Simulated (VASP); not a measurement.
A run of VASP 6.6.1:

INCAR

```
SYSTEM = MgC2
PREC     = Accurate       ! precision mode
ENCUT    = 840            ! plane-wave cutoff, eV
EDIFF    = 1E-6           ! SCF threshold, eV
ISMEAR   = 0              ! smearing method
SIGMA    = 0.1            ! smearing width, eV
LREAL    = .FALSE.        ! projectors in reciprocal space
LASPH    = .TRUE.         ! aspherical terms in the spheres
NELM     = 120            ! most SCF steps
ALGO     = Normal         ! electronic algorithm
ISIF     = 2              ! what is computed and relaxed
LWAVE    = .FALSE.        ! write WAVECAR
LCHARG   = .FALSE.        ! write CHGCAR
GGA      = PE             ! functional
NBANDS   = 27             ! bands
GGA_COMPAT= .FALSE.
```

Contents of KPOINTS:

```
regular mesh
0
G
  7 7 6
  0 0 0
```

Contents of POSCAR:

```
MgC2
1.0
    3.9507770000      0.0000000000      0.0000000000
    0.0000000000      3.9507770000      0.0000000000
    0.0000000000      0.0000000000      4.9870890000
Mg C
2 4
Direct
    0.0000000000      0.0000000000      0.5000000000
    0.5000000000      0.5000000000      0.0000000000
    0.3876550000      0.6123450000      0.5000000000
    0.6123450000      0.3876550000      0.5000000000
    0.8876550000      0.8876550000      0.0000000000
    0.1123450000      0.1123450000      0.0000000000
```

Potentials or basis: VASP PAW PBE potentials, release 64 (Mg_sv, C).

Run with:

```bash
$ cat potpaw_PBE.64/Mg_sv/POTCAR potpaw_PBE.64/C/POTCAR > POTCAR
$ mpirun -np 1 vasp_std > vasp.out
```

Hardware: 1 thread of Intel(R) Xeon(R) Platinum 8488C (Sapphire Rapids), with other jobs on the host.

Task: Estimate the wall time of this run.

Result: Wall time 83 s on 1 thread of Intel(R) Xeon(R) Platinum 8488C (Sapphire Rapids), with other jobs on the host, peak memory 0.34 GiB. Counts: scf iterations 13, k points 40.
